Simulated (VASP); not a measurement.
MgI2: single point with r2SCAN

The system is MgI2.

```
Mg I
1.0
     4.15721    0.00000    0.00000
    -2.07861    3.60025    0.00000
     0.00000    0.00000    6.87333
Mg I
1 2
Direct
  0.00000 0.00000 0.00000
  0.33333 0.66667 0.24262
  0.66667 0.33333 0.75738
```

- Program: VASP 6.6.1
- Task: single point
- Functional: r2SCAN
- Potentials or basis: VASP PAW PBE potentials, release 64 (Mg, I)
- Cutoff: 660 eV
- k mesh: 6 × 6 × 4
- Occupations: tetrahedron
- Spin: no spin polarisation

```
Pressure               : 0.5 GPa
Largest force          : 0.044 eV/Å
Band gap on the k mesh : 4.10 eV, indirect (least direct gap 4.48 eV)
```

Forces on the atoms (eV/Å):
```
Mg   0.000  0.000  0.000
I    0.000  0.000 -0.044
I    0.000  0.000  0.044
```

Levels at points of the mesh, in eV from the valence-band top:
```csv
k point,band 6,band 7,band 8,band 9,band 10,band 11
"(0.00, 0.00, 0.00)",-0.09,-0.09,0.00,4.48,5.41,7.28
"(0.50, 0.00, 0.00)",-1.43,-0.92,-0.49,4.19,5.96,6.01
"(0.00, 0.00, 0.50)",-0.39,-0.20,-0.20,5.40,5.53,7.09
"(0.50, 0.00, 0.50)",-1.15,-0.83,-0.73,4.13,5.76,6.23
```

Wall time 2.8 min on 1 thread of AMD EPYC 9R45 96-Core Processor (Zen 5), on a shared host, peak memory 0.28 GiB.

Caveat: the PAW data sets were made with another functional, which shifts forces and pressure a little; spin-orbit coupling is left out, which moves the levels of the heavy elements. A k mesh can miss the band edges.
